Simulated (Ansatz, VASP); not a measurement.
# FeO: VASP beside Ansatz

INCAR

```
ALGO = Normal
EDIFF = 1E-6
ENCUT = 520
GGA = PE
ISIF = 2
ISMEAR = -1
ISPIN = 2
LASPH = True
LCHARG = True
LELF = True
LMAXMIX = 4
LORBIT = 11
LREAL = False
LVHAR = True
LWAVE = False
MAGMOM = 4.5 0
NBANDS = 18
NELM = 150
PREC = Accurate
SIGMA = 0.05
```

The input KPOINTS:

```
k-points
0
Gamma
  11 11 11
```

Contents of POSCAR:

```
FeO
1.0
    0.0000000000      2.1554001600      2.1554001600
    2.1554001600      0.0000000000      2.1554001600
    2.1554001600      2.1554001600      0.0000000000
Fe O
1 1
Direct
    0.0000000000      0.0000000000      0.0000000000
    0.5000000000      0.5000000000      0.5000000000
```

File input.yaml:

```yaml
crystal:
  lattice:
    - [0.0, 2.15540016, 2.15540016]
    - [2.15540016, 0.0, 2.15540016]
    - [2.15540016, 2.15540016, 0.0]
  atoms:
    - { symbol: Fe, position: [0.0, 0.0, 0.0], spin: 4.5 }
    - { symbol: O, position: [0.5, 0.5, 0.5] }
hamiltonian:
  xc: pbe
  pseudopotentials: { kind: paw }
magnetization:
  spin_polarized: true
kpoints:
  mp_grid: { grid: [11, 11, 11] }
scf:
  occupations: { method: fermi_dirac, width: 0.05 }
output:
  forces: true
  stress: true
  eigenvalues: true
  write_density: true
  write_potential: true
  elf: true
  volumetric_format: npy
```

Alike in both runs: task single point; functional PBE; k mesh 11 × 11 × 11; occupations fermi-dirac, width 0.05 eV; collinear spin.

```csv
,VASP,Ansatz
version,VASP 6.6.1,Ansatz 0.2.0
potentials or method,"VASP PAW PBE potentials, release 64 (Fe, O)",Ansatz PAW
plane-wave cutoff (eV),520,420
valence electrons in the cell,14,22
```

```csv
,VASP,Ansatz,Ansatz less VASP
gap on the k mesh at the Fermi level (eV),none,none,-
pressure (GPa),-0.2,-0.2,+0.02
net moment per atom (μB),2.00,2.00,+0.001
size of the moment on the site where the two differ most (μB),3.62,3.45,-0.169
```

Site moments also hang on the region over which each program counts them. A gap of «none» marks a metal or a gap that the smearing closes. VASP's potentials hold 14 valence electrons a cell and Ansatz's 22, so a difference there can come from the potentials and not from the codes.
